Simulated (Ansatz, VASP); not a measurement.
This is a calculation of Al2Cu for Ansatz 0.2.0.

The input input.yaml:

```yaml
crystal:
  lattice:
    - [4.1856962056, 0.0, 0.0]
    - [0.0, 4.1856962056, 0.0]
    - [0.0, 0.0, 2.9480198084]
  atoms:
    - { symbol: Cu, position: [0.0, 0.0, 0.0] }
    - { symbol: Al, position: [0.0, 0.5, 0.5] }
    - { symbol: Al, position: [0.5, 0.0, 0.5] }
hamiltonian:
  xc: lda
  pseudopotentials: { kind: paw }
kpoints:
  mp_grid: { grid: [7, 7, 9] }
scf:
  occupations: { method: fermi_dirac, width: 0.05 }
output:
  forces: true
  stress: true
  eigenvalues: true
```

Potentials or basis: Ansatz PAW.

The run is started by

```bash
$ ansatz run input.yaml --threads 2 --pin off --max-ram 5632MiB --backend cpu --events-out ev --progress --plain --runs-dir out
```

Set up the same calculation for VASP 6.6.1. Potentials there: VASP PAW LDA potentials, release 64 (Cu, Al).

As run (the cutoff follows the program's own potentials):

File INCAR:

```
ALGO     = Fast           # electronic algorithm
EDIFF    = 1E-7           # SCF threshold, eV
ENCUT    = 520            # plane-wave cutoff, eV
GGA      = CA             # functional
ISIF     = 2              # what is computed and relaxed
ISMEAR   = -1             # smearing method
LASPH    = T              # aspherical terms in the spheres
LCHARG   = T              # write CHGCAR
LELF     = T              # ELF
LREAL    = F              # projectors in reciprocal space
LVHAR    = T            
LWAVE    = F              # write WAVECAR
NBANDS   = 16             # bands
NELM     = 100            # most SCF steps
PREC     = Accurate       # precision mode
SIGMA    = 0.05           # smearing width, eV
```

File KPOINTS:

```
k-points
0
Gamma
  7 7 9
```

POSCAR

```
Al2Cu
1.0
    4.1856962056      0.0000000000      0.0000000000
    0.0000000000      4.1856962056      0.0000000000
    0.0000000000      0.0000000000      2.9480198084
Cu Al
1 2
Direct
    0.0000000000      0.0000000000      0.0000000000
    0.0000000000      0.5000000000      0.5000000000
    0.5000000000      0.0000000000      0.5000000000
```

Potentials or basis: VASP PAW LDA potentials, release 64 (Cu, Al).

Run with:

```bash
$ cat potpaw_LDA.64/Cu/POTCAR potpaw_LDA.64/Al/POTCAR > POTCAR
$ mpirun -np 1 vasp_std > vasp.out
```

Both were run:

|  | VASP | Ansatz | Ansatz less VASP |
| --- | --- | --- | --- |
| gap on the k mesh at the Fermi level (eV) | none | none | - |
| pressure (GPa) | -8.9 | -9.0 | -0.17 |
| traceless stress, the component that is largest in VASP (GPa) | -0.66 | -0.66 | +0.004 |

LDA's correlation is that of Perdew and Zunger in VASP and of Perdew and Wang (1992) in Ansatz. A gap of «none» marks a metal or a gap that the smearing closes. VASP's potentials hold 17 valence electrons a cell and Ansatz's 25, so a difference there can come from the potentials and not from the codes.
